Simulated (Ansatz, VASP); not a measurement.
**Rh: VASP beside Ansatz**

Contents of POSCAR:

```
Rh
1.0
   -1.5512143374      1.8877729527      1.3835981768
    1.8877729527     -1.5512143374      1.3835981768
    3.1518613814      3.1518613814     -0.7671904565
Rh
2
Direct
    0.0416678326      0.9583321674      0.0000000000
    0.7083321674      0.2916678326      0.5000000000
```

INCAR.step1

```
SYSTEM = Rh
  PREC = Accurate
  ENCUT = 520
  ISMEAR = -1
  SIGMA = 0.1
  LREAL = .False.
  LASPH = .True.
  NELM = 100
  NBANDS = 22
  GGA = PE
  ALGO = Normal
  EDIFF = 1E-4
  LWAVE = .True.
  LCHARG = .False.
```

File INCAR.step2:

```
SYSTEM = Rh
  PREC = Accurate
  ENCUT = 520
  EDIFF = 1E-6
  ISMEAR = -1
  SIGMA = 0.1
  LREAL = .False.
  LASPH = .True.
  NELM = 100
  ALGO = Normal
  ISIF = 2
  LWAVE = .False.
  LCHARG = .False.
  METAGGA = R2SCAN
  LMIXTAU = .True.
  NBANDS = 22
  ISTART = 1
```

The input KPOINTS:

```
regular mesh
0
Gamma
  15 15 8
  0 0 0
```

Input for Ansatz:

```yaml
crystal:
  lattice:
    - [-1.5512143374, 1.8877729527, 1.3835981768]
    - [1.8877729527, -1.5512143374, 1.3835981768]
    - [3.1518613814, 3.1518613814, -0.7671904565]
  atoms:
    - { symbol: Rh, position: [0.0416678326, 0.9583321674, 0.0] }
    - { symbol: Rh, position: [0.7083321674, 0.2916678326, 0.5] }
hamiltonian:
  xc: r2scan
  pseudopotentials:
    kind: paw
    azcp:
      Rh: "pseudopotentials/Rh.paw.azcp"
basis:
  ecutwfc: 500
  fft_grid_basis: typed
kpoints:
  mp_grid: { grid: [15, 15, 8], shift: [0, 0, 0] }
magnetization:
  spin_polarized: false
scf:
  occupations: { method: fermi_dirac, width: 0.1 }
  lower_state_search: "off"
output:
  stress: true
  write_density: true
  write_potential: true
  elf: true
  volumetric_format: npy
```

Alike in both runs: task single point; functional r2SCAN; k mesh 15 × 15 × 8; occupations fermi-dirac, width 0.1 eV; no spin polarisation.

```csv
,VASP,Ansatz
version,VASP 6.6.1,Ansatz 0.2.0
potentials or method,"VASP PAW PBE potentials, release 64 (Rh_pv), cutoff 520 eV","plane waves (500 eV) with PAW, scalar-relativistic"
valence electrons in the cell,30,34
```

|  | VASP | Ansatz | Ansatz less VASP |
| --- | --- | --- | --- |
| pressure (GPa) | -22.7 | -23.3 | -0.65 |
| traceless stress, the component that is largest in VASP (GPa) | -0.42 | -0.44 | -0.019 |

VASP's potentials were made for PBE, not for r2SCAN. The functional is the same, so the differences come from potentials, cutoffs and numerics. VASP's potentials hold 30 valence electrons a cell and Ansatz's 34, so a difference there can come from the potentials and not from the codes.
